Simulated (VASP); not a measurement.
Here is a VASP 6.6.1 calculation.

Contents of INCAR:

```
SYSTEM = BiB2P
PREC = Accurate ; ENCUT = 520
EDIFF = 1E-7 ; ISMEAR = -1
SIGMA = 0.02 ; LREAL = .False.
LASPH = .True. ; NELM = 150
ALGO = Normal ; ISIF = 2
LWAVE = .False. ; LCHARG = .False.
LNONCOLLINEAR = .True. ; MAGMOM = 0 0 0 0 0 0 0 0 0 0 0 0
LORBIT = 11 ; LSORBIT = .True.
GGA_COMPAT = .False. ; LORBMOM = .True.
GGA = PE ; NBANDS = 40
```

The input KPOINTS:

```
regular mesh
0
Gamma
  8 8 6
  0 0 0
```

POSCAR

```
BiB2P
1.0
    3.5008510564      0.0000000000      0.0000000000
    0.0000000000      3.5008510564      0.0000000000
    0.0000000000      0.0000000000      5.0849639716
P B Bi
1 2 1
Direct
    0.0000000000      0.0000000000      0.0000000000
    0.0000000000      0.5000000000      0.7953522904
    0.5000000000      0.0000000000      0.2046477096
    0.5000000000      0.5000000000      0.5000000000
```

Potentials or basis: VASP PAW PBE potentials, release 64 (P, B, Bi_d).

Launch:

```sh
$ cat potpaw_PBE.64/P/POTCAR potpaw_PBE.64/B/POTCAR potpaw_PBE.64/Bi_d/POTCAR > POTCAR
$ mpirun -np 1 vasp_ncl > vasp.out
```

Task: Predict the net moment.

Result: 0.00 μB per cell.

Task: Estimate the largest force.

Result: 0.109 eV/Å.

Task: Estimate the pressure.

Result: 1.2 GPa.

Moments on the atoms (μB; x, y, z):
```
P   0.00 0.00 0.00
B   0.00 0.00 0.00
B   0.00 0.00 0.00
Bi  0.00 0.00 0.00
```
